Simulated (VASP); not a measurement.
# Nb3GeP3S (P4mm) in VASP: single point with PBE

Aim: the single point of Nb3GeP3S with PBE.

Program: VASP 6.6.1. These are calculated values, not measurements. Logs are shortened: lines on timing, memory, paths and dates and some standing lists are left out, and cuts for length are marked.

## (1) The cell of the first run

The structure is tetragonal, space group P4mm (No. 99). The conventional cell has a = 3.566 Å, b = 3.566 Å, c = 11.230 Å, α = 90.00°, β = 90.00°, γ = 90.00°. Nb (site symmetry 4mm) has 5 P at 2.32 to 2.64 Å within 3.1 Å. Within 3.4 Å of Nb (site symmetry 4mm) lie 6 P at 2.53 to 3.34 Å and 4 Nb at 3.35 Å. Within 3.2 Å of Nb (site symmetry 4mm) lie 5 P at 2.45 to 2.54 Å and 1 S at 2.62 Å. Within 3.4 Å of Ge (site symmetry 4mm) lie 2 P at 2.55 to 2.79 Å and 4 S at 2.57 Å. Within 3.4 Å of P (site symmetry 4mm) lie 1 Ge at 2.55 Å and 5 Nb at 2.64 to 3.34 Å. Within 3.1 Å of P (site symmetry 4mm) lie 6 Nb at 2.32 to 2.53 Å. Within 3.4 Å of P (site symmetry 4mm) lie 5 Nb at 2.54 to 2.55 Å and 1 Ge at 2.79 Å and 4 S at 3.40 Å. Within 3.4 Å of S (site symmetry 4mm) lie 4 Ge at 2.57 Å and 1 Nb at 2.62 Å and 4 P at 3.40 Å.

## (2) Single point, PBE (17.85 Å³/atom)

The input, INCAR:

```
SYSTEM = Nb3GeP3S
ALGO = Normal ; EDIFF = 1E-6
ENCUT = 520 ; GGA = PE
ISIF = 2 ; ISMEAR = 0
LASPH = .True. ; LCHARG = .False.
LREAL = .False. ; LWAVE = .False.
NBANDS = 47 ; NELM = 80
PREC = Accurate ; SIGMA = 0.1
```

The input, KPOINTS:

```
k-points
0
Gamma
  10 10 4
  0 0 0
```

The input, POSCAR:

```
Nb3GeP3S
1.0
    3.5661262001      0.0000000000      0.0000000000
    0.0000000000      3.5661262001      0.0000000000
    0.0000000000      0.0000000000     11.2298054759
Nb Ge P S
3 1 3 1
Direct
    0.5000000000      0.5000000000      0.2992610073
    0.0000000000      0.0000000000      0.5270873510
    0.5000000000      0.5000000000      0.7240929607
    0.0000000000      0.0000000000      0.0029704946
    0.0000000000      0.0000000000      0.2297528907
    0.5000000000      0.5000000000      0.5054840436
    0.0000000000      0.0000000000      0.7543601093
    0.5000000000      0.5000000000      0.9569911428
```

Potentials or basis: VASP PAW PBE potentials, release 64 (Nb_sv, Ge_d, P, S).

On the command line:

```
$ cat potpaw_PBE.64/Nb_sv/POTCAR potpaw_PBE.64/Ge_d/POTCAR potpaw_PBE.64/P/POTCAR potpaw_PBE.64/S/POTCAR > POTCAR
$ mpirun -np 1 vasp_std > vasp.out
```

OUTCAR:

```text
SYSTEM = Nb3GeP3S
   EDIFF = 1E-6
   ENCUT = 520
   GGA = PE
   ISIF = 2
   ISMEAR = 0
   LASPH = .True.
   LREAL = .False.
   NELM = 80
   PREC = Accurate

 ion  position               nearest neighbor table
   1  0.500  0.500  0.299-   6 2.32   5 2.64   5 2.64   5 2.64   5 2.64
   2  0.000  0.000  0.527-   6 2.53   6 2.53   6 2.53   6 2.53   7 2.55
   3  0.500  0.500  0.724-   6 2.45   7 2.54   7 2.54   7 2.54   7 2.54   8 2.62
   4  0.000  0.000  0.003-   5 2.55   8 2.57   8 2.57   8 2.57   8 2.57   7 2.79
   5  0.000  0.000  0.230-   4 2.55   1 2.64   1 2.64   1 2.64   1 2.64
   6  0.500  0.500  0.505-   1 2.32   3 2.45   2 2.53   2 2.53   2 2.53   2 2.53
   7  0.000  0.000  0.754-   3 2.54   3 2.54   3 2.54   3 2.54   2 2.55   4 2.79
   8  0.500  0.500  0.957-   4 2.57   4 2.57   4 2.57   4 2.57   3 2.62

  LATTYP: Found a simple tetragonal cell.
 ALAT       =     3.5661262001
 C/A-ratio  =     3.1490207709

  Lattice vectors:

 A1 = (   3.5661262001,   0.0000000000,   0.0000000000)
 A2 = (   0.0000000000,   3.5661262001,   0.0000000000)
 A3 = (   0.0000000000,   0.0000000000,  11.2298054759)

Analysis of symmetry for initial positions (statically):
=====================================================================
 Subroutine PRICEL returns:
 Original cell was already a primitive cell.

 Routine SETGRP: Setting up the symmetry group for a
 simple tetragonal supercell.

 Subroutine GETGRP returns: Found  8 space group operations
 (whereof  8 operations were pure point group operations)
 out of a pool of 16 trial point group operations.

The static configuration has the point symmetry C_4v.

Analysis of symmetry for dynamics (positions and initial velocities):
=====================================================================
 Subroutine PRICEL returns:
 Original cell was already a primitive cell.

 Routine SETGRP: Setting up the symmetry group for a
 simple tetragonal supercell.

 Subroutine GETGRP returns: Found  8 space group operations
 (whereof  8 operations were pure point group operations)
 out of a pool of 16 trial point group operations.

The dynamic configuration has the point symmetry C_4v.

 Subroutine INISYM returns: Found  8 space group operations
 (whereof  8 operations are pure point group operations),
 and found     1 'primitive' translations

----------------------------------------------------------------------------------------

                                     Primitive cell

  volume of cell :     142.8123

  direct lattice vectors                    reciprocal lattice vectors
     3.566126200  0.000000000  0.000000000     0.280416324  0.000000000  0.000000000
     0.000000000  3.566126200  0.000000000     0.000000000  0.280416324  0.000000000
     0.000000000  0.000000000 11.229805476     0.000000000  0.000000000  0.089048738

  length of vectors
     3.566126200  3.566126200 11.229805476     0.280416324  0.280416324  0.089048738

  position of ions in fractional coordinates (direct lattice)
     0.500000000  0.500000000  0.299261007
     0.000000000  0.000000000  0.527087351
     0.500000000  0.500000000  0.724092961
     0.000000000  0.000000000  0.002970495
     0.000000000  0.000000000  0.229752891
     0.500000000  0.500000000  0.505484044
     0.000000000  0.000000000  0.754360109
     0.500000000  0.500000000  0.956991143

  ion indices of the primitive-cell ions
   primitive index   ion index
                 1           1
                 2           2
                 3           3
                 4           4
                 5           5
                 6           6
                 7           7
                 8           8

----------------------------------------------------------------------------------------

 KPOINTS: k-points

Automatic generation of k-mesh.
 Grid dimensions read from file:
 generate k-points for:   10   10    4

 Generating k-lattice:

  Cartesian coordinates                     Fractional coordinates (reciprocal lattice)
     0.028041632  0.000000000  0.000000000     0.100000000  0.000000000  0.000000000
     0.000000000  0.028041632  0.000000000     0.000000000  0.100000000  0.000000000
     0.000000000  0.000000000  0.022262184     0.000000000  0.000000000  0.250000000

  Length of vectors
     0.028041632  0.028041632  0.022262184

  Shift w.r.t. Gamma in fractional coordinates (k-lattice)
     0.000000000  0.000000000  0.000000000

 Subroutine IBZKPT returns following result:
 ===========================================

 Found     63 irreducible k-points:

 Following reciprocal coordinates:
            Coordinates               Weight
  0.000000  0.000000  0.000000      1.000000
  0.100000  0.000000  0.000000      4.000000
  0.200000  0.000000  0.000000      4.000000
  0.300000  0.000000  0.000000      4.000000
  0.400000  0.000000  0.000000      4.000000
  0.500000  0.000000  0.000000      2.000000
[... 16 lines left out ...]
  0.100000  0.000000  0.250000      8.000000
  0.200000  0.000000  0.250000      8.000000
 [... further k-points ...]
   k-points           NKPTS =     63   k-points in BZ     NKDIM =     63   number of bands    NBANDS=     47
   number of dos      NEDOS =    301   number of ions     NIONS =      8
   total plane-waves  NPLWV =  65856
   dimension x,y,z NGX =    28 NGY =   28 NGZ =   84
   dimension x,y,z NGXF=    56 NGYF=   56 NGZF=  168
   ions per type =               3   1   3   1
   NGX,Y,Z   is equivalent  to a cutoff of  13.05, 13.05, 12.44 a.u.
   NGXF,Y,Z  is equivalent  to a cutoff of  26.11, 26.11, 24.87 a.u.
 SYSTEM =  Nb3GeP3S
   PREC   = accura    normal or accurate (medium, high low for compatibility)
   ISTART =      0    job   : 0-new  1-cont  2-samecut
   ICHARG =      2    charge: 1-file 2-atom 10-const
   ISPIN  =      1    spin polarized calculation?
   LNONCOLLINEAR =      F non collinear calculations
   LSORBIT =      F    spin-orbit coupling
   LASPH  =      T    aspherical Exc in radial PAW
   ENCUT  =  520.0 eV  38.22 Ry    6.18 a.u.   6.63  6.63 20.88*2*pi/ulx,y,z
   NELM   =     80;   NELMIN=  2; NELMDL= -5     # of ELM steps
   EDIFF  = 0.1E-05   stopping-criterion for ELM
   LREAL  =      F    real-space projection
   EDIFFG = 0.1E-04   stopping-criterion for IOM
   NSW    =      0    number of steps for IOM
   IBRION =     -1    ionic relax: 0-MD 1-quasi-New 2-CG
   NFREE  =      0    steps in history (QN), initial steepest desc. (CG)
   ISIF   =      2    stress and relaxation
   ISYM   =      2    0-nonsym 1-usesym 2-fastsym
   POTIM  = 0.5000    time-step for ionic-motion
   TEBEG  =    0.0;   TEEND  =   0.0 temperature during run
   PSTRESS=    0.0 pullay stress
   NELECT =      74.0000    total number of electrons
   NUPDOWN=      -1.0000    fix difference up-down
   EMIN   =  10.00;   EMAX   =-10.00  energy-range for DOS
   EFERMI =   0.00;   METHOD = LEGACY
   ISMEAR =     0;   SIGMA  =   0.10  broadening in eV -4-tet -1-fermi 0-gaus
   EFERMI_NEDOS =   21; number of points for ismear=-14 and -15
   IALGO  =     38    algorithm
   IMIX   =      4    mixing-type and parameters
     AMIX     =   0.40;   BMIX     =  1.00
     AMIX_MAG =   1.60;   BMIX_MAG =  1.00
  volume/ion in A,a.u.               =      17.85       120.47
  Fermi-wavevector in a.u.,A,eV,Ry     =   1.314913  2.484824 23.524404  1.728995
  Thomas-Fermi vector in A             =   2.445132
   LORBIT       =      0    0 simple, 1 ext, 2 COOP (PROOUT), +10 PAW based schemes
   GGA     = PE    functional components
   LHFCALC =     F    Hartree Fock is set to
   AEXX    =    0.0000 exact exchange contribution
   IVDW    =     0    specifies the selected vdW correction
   LEPSILON=     F    determine dielectric tensor
   LRPA    =     F    only Hartree local field effects (RPA)
 non-spin polarized calculation
 Gauss-broadening in eV      SIGMA  =   0.10
  energy-cutoff  :      520.00
  volume of cell :      142.81
 maximum number of plane-waves:      3880
 NGX is ok and might be reduce to    28
   NGX = 13   NGY = 13   NGZ = 41

 number of electron      73.9999993 magnetization

 Free energy of the ion-electron system (eV)
  ---------------------------------------------------
  ext. energy  EPLUGINS =         0.00000000
  ---------------------------------------------------
  free energy    TOTEN  =       -59.66904237 eV

  energy without entropy =      -59.65045728  energy(sigma->0) =      -59.65974982

 E-fermi :   9.1416     XC(G=0): -11.2508

 val. band max:        9.1405471014   @ k =   0.3000   0.1000   0.0000
 cond. band min:       9.1761231107   @ k =   0.3000   0.0000   0.2500
 fundamental gap:      0.0355760093
 Fermi energy:         9.1415915662

 k-point     1 :       0.0000    0.0000    0.0000
  band No.  band energies     occupation
      1     -46.5284      2.00000
      2     -46.4795      2.00000
      3     -46.4072      2.00000
      4     -22.6508      2.00000
      5     -22.6328      2.00000
      6     -22.6328      2.00000
[... 39 lines left out ...]
     46      11.5338      0.00000
     47      11.8216      0.00000

 k-point     2 :       0.1000    0.0000    0.0000
  band No.  band energies     occupation
      1     -46.5271      2.00000
      2     -46.4792      2.00000
      3     -46.4066      2.00000
      4     -22.6607      2.00000
      5     -22.6443      2.00000
      6     -22.6289      2.00000
[... 39 lines left out ...]
     46      11.7284      0.00000
     47      11.8768      0.00000

 k-point     3 :       0.2000    0.0000    0.0000
  band No.  band energies     occupation
      1     -46.5238      2.00000
      2     -46.4786      2.00000
      3     -46.4050      2.00000
      4     -22.7017      2.00000
      5     -22.6625      2.00000
      6     -22.6180      2.00000
[... 1039 lines left out ...]
     46      11.7159      0.00000
     47      11.7930      0.00000

 k-point    24 :       0.2000    0.0000    0.2500
  band No.  band energies     occupation
      1     -46.5238      2.00000
      2     -46.4786      2.00000
      3     -46.4050      2.00000
      4     -22.7017      2.00000
      5     -22.6625      2.00000
      6     -22.6180      2.00000
[... 39 lines left out ...]
     46      11.7273      0.00000
     47      11.9761      0.00000

 [... further k-points ...]
[... 5 lines left out ...]
  --------------------------------------------------------------------------------------
  -------------------------------------------------------------------------------------
  Total       -2.8706228     -2.8706228     -2.8549294      0.0000000      0.0000000      0.0000000
  in kB      -32.2048340    -32.2048340    -32.0287735      0.0000000      0.0000000      0.0000000
  external PRESSURE =     -32.1461472 kB  Pullay stress =       0.0000000 kB

 VOLUME and BASIS-vectors are now :
 -----------------------------------------------------------------------------
  energy-cutoff  :      520.00
  volume of cell :      142.81
      direct lattice vectors                 reciprocal lattice vectors
     3.566126200  0.000000000  0.000000000     0.280416324  0.000000000  0.000000000
     0.000000000  3.566126200  0.000000000     0.000000000  0.280416324  0.000000000
     0.000000000  0.000000000 11.229805476     0.000000000  0.000000000  0.089048738

 POSITION                                       TOTAL-FORCE (eV/Angst)
 -----------------------------------------------------------------------------------
      1.78306      1.78306      3.36064        -0.000000     -0.000000      0.011858
      0.00000      0.00000      5.91909        -0.000000      0.000000      0.004732
      1.78306      1.78306      8.13142        -0.000000     -0.000000     -0.009276
      0.00000      0.00000      0.03336         0.000000      0.000000      0.000305
      0.00000      0.00000      2.58008        -0.000000      0.000000      0.008614
      1.78306      1.78306      5.67649        -0.000000      0.000000      0.006676
      0.00000      0.00000      8.47132        -0.000000      0.000000     -0.013153
      1.78306      1.78306     10.74682        -0.000000      0.000000     -0.009756
 -----------------------------------------------------------------------------------
    total drift:                               -0.000000      0.000000     -0.000054

  FREE ENERGIE OF THE ION-ELECTRON SYSTEM (eV)
  ---------------------------------------------------
  free  energy   TOTEN  =       -59.6690423723 eV

  energy  without entropy=      -59.6504572775  energy(sigma->0) =      -59.65974982
```

Wall time 14 min (1 thread of Intel Xeon 8259CL, shared host); peak memory 0.5 GiB.

What came out:

```yaml
Free_energy: -59.6690 eV
Pressure: -3.2 GPa
Largest_force: 0.013 eV/Å
Band_gap_on_the_k_mesh: zero (bands 37 and 38 overlap by 1.64 eV)
```

Forces in eV/Å, atoms in the order of the input:
```
Nb   0.000  0.000  0.012
Nb   0.000  0.000  0.005
Nb   0.000  0.000 -0.009
Ge   0.000  0.000  0.000
P    0.000  0.000  0.009
P    0.000  0.000  0.007
P    0.000  0.000 -0.013
S    0.000  0.000 -0.010
```

Levels at points of the mesh, in eV from the Fermi level:
| k point | band 32 | band 33 | band 34 | band 35 | band 36 | band 37 | band 38 | band 39 | band 40 | band 41 |
| --- | --- | --- | --- | --- | --- | --- | --- | --- | --- | --- |
| (0.00, 0.00, 0.00) | -1.74 | -1.74 | -1.45 | -1.45 | -1.37 | -1.37 | -1.00 | -0.64 | -0.64 | -0.14 |
| (0.50, 0.00, 0.00) | -3.08 | -2.51 | -1.40 | -0.57 | 0.10 | 0.41 | 0.64 | 0.81 | 0.98 | 1.23 |
| (0.50, 0.50, 0.00) | -3.55 | -2.96 | -2.74 | -2.74 | -2.10 | 0.48 | 1.01 | 1.28 | 1.28 | 1.75 |
| (0.00, 0.00, 0.50) | -1.73 | -1.71 | -1.47 | -1.47 | -1.15 | -1.15 | -1.00 | -0.80 | -0.80 | -0.14 |
| (0.50, 0.00, 0.50) | -3.08 | -2.51 | -1.35 | -0.68 | 0.17 | 0.57 | 0.65 | 0.89 | 1.25 | 1.27 |
| (0.50, 0.50, 0.50) | -3.62 | -3.33 | -2.76 | -2.76 | -1.30 | 0.60 | 0.79 | 1.25 | 1.25 | 1.75 |

Caveat: the cell stands under tension.

The gap in the log of VASP goes by the Fermi energy; the results here count the filled bands.